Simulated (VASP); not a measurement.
Crystal: Hf.

```
Hf
1.0
     3.15755    0.00000    0.00000
    -1.57878    2.73452    0.00000
     0.00000    0.00000    5.00530
Hf
2
Cartesian
  0.0000 1.8230 1.2513
  1.5788 0.9115 3.7540
```

Base run:

- Program: VASP 6.6.1
- Functional: PBE
- Potentials or basis: VASP PAW PBE potentials, release 64 (Hf_pv)
- Cutoff: 520 eV
- k mesh: 9 × 9 × 5
- Occupations: fermi-dirac, width 0.05 eV
- Spin: no spin polarisation

Its results: band gap on the k mesh zero (band 10 reaches 6.36 eV, above the bottom of band 11 at 4.81 eV); pressure 4.2 GPa.

Problem. The run is repeated on the same cell with these changes: functional from PBE to r2SCAN. What comes out?

Solution. Band gap on the k mesh zero (band 10 reaches 6.42 eV, above the bottom of band 11 at 4.66 eV); pressure 3.2 GPa.

Caveats: spin-orbit coupling is left out, which moves the levels of the heavy elements; the PAW data sets were made with another functional, which shifts forces and pressure a little (some runs).
